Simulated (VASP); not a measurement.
Input of a VASP 6.6.1 run:

The input INCAR:

```
SYSTEM = CoNiO2
  ALGO = Normal
  EDIFF = 1E-6
  ENCUT = 600
  GGA = PE
  GGA_COMPAT = .False.
  ISIF = 2
  ISMEAR = -1
  LASPH = .True.
  LCHARG = .False.
  LMAXMIX = 4
  LNONCOLLINEAR = .True.
  LORBIT = 11
  LREAL = .False.
  LWAVE = .False.
  MAGMOM = 0 0 3.3 0 0 -3.9 0 0 0 0 0 0
  NBANDS = 45
  NELM = 200
  PREC = Accurate
  SIGMA = 0.03
```

File KPOINTS:

```
k-points
0
Gamma
  1 1 1
  0 0 0
```

The input POSCAR:

```
CoNiO2
1.0
    4.2064000000      2.1032000000      2.1032000000
    2.1032000000      4.2064000000      2.1032000000
    2.1032000000      2.1032000000      4.2064000000
Co Ni O
1 1 2
Direct
    0.0000000000      0.0000000000      0.0000000000
    0.5000000000      0.5000000000      0.5000000000
    0.2500000000      0.2500000000      0.2500000000
    0.7500000000      0.7500000000      0.7500000000
```

Potentials or basis: VASP PAW PBE potentials, release 64 (Co, Ni, O).

Command:

```bash
$ cat potpaw_PBE.64/Co/POTCAR potpaw_PBE.64/Ni/POTCAR potpaw_PBE.64/O/POTCAR > POTCAR
$ mpirun -np 1 vasp_ncl > vasp.out
```

(1) Estimate the band gap on the k mesh.

(2) Estimate the pressure.

(3) Predict the net moment.

(4) Estimate the largest force.

Answers

(1) 0.85 eV.

(2) -17.9 GPa.

(3) 1.00 μB per cell.

(4) 1.716 eV/Å.

Caveat: the k points lie up to 2.48 Å⁻¹ apart; forces of over 1 eV/Å act on the atoms, so gaps and moduli don't describe the material at rest.
